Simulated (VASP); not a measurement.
Runs of VASP 6.6.1 on SbPb. The structure is that of space group I4/mmm (No. 139), or close to it. The cells are those of the table. 

```tsv
cell	further INCAR settings	gap on the mesh (eV)	pressure (GPa)
a = 4.491, b = 4.491, c = 4.308 Å, angles 61.3, 61.3, 57.3°, 2 atoms	ALGO = Fast; EDIFF = 1e-06; NBANDS = 16	none	-0.7
a = 4.411, b = 4.411, c = 4.584 Å, angles 58.7, 58.7, 62.6°, 2 atoms	ALGO = Fast; EDIFF = 1e-06; NBANDS = 16	none	(a)
a = 4.389, b = 4.389, c = 4.504 Å, angles 59.1, 59.1, 61.7°, 2 atoms	ALGO = Fast; EDIFF = 1e-06; NBANDS = 16	none	-1.0
a = 4.530, b = 4.530, c = 4.345 Å, angles 61.3, 61.3, 57.3°, 2 atoms	ALGO = Fast; EDIFF = 1e-07; NBANDS = 16	none	-1.9
```

Alike in all rows: task single point; level LDA; potentials or basis VASP PAW LDA potentials, release 64 (Sb, Pb_d); no spin polarisation; k mesh 14 × 14 × 14; cutoff (eV) 520; smearing gaussian 0.15 eV.

Estimate the missing entries.

(a) -1.8.

Caveats: spin-orbit coupling is left out, which moves the levels of the heavy elements; the stress differs along the axes, from -5 to 1 GPa (at least some runs); the stress differs along the axes, from -4 to 3 GPa (at least some runs); the stress differs along the axes, from -3 to 3 GPa (at least some runs); the stress differs along the axes, from -6 to -0 GPa (at least some runs).

A k mesh can miss the band edges, and the runs leave out spin-orbit coupling on Pb, Sb.

A gap of «none» marks levels without a gap at the run's occupations.
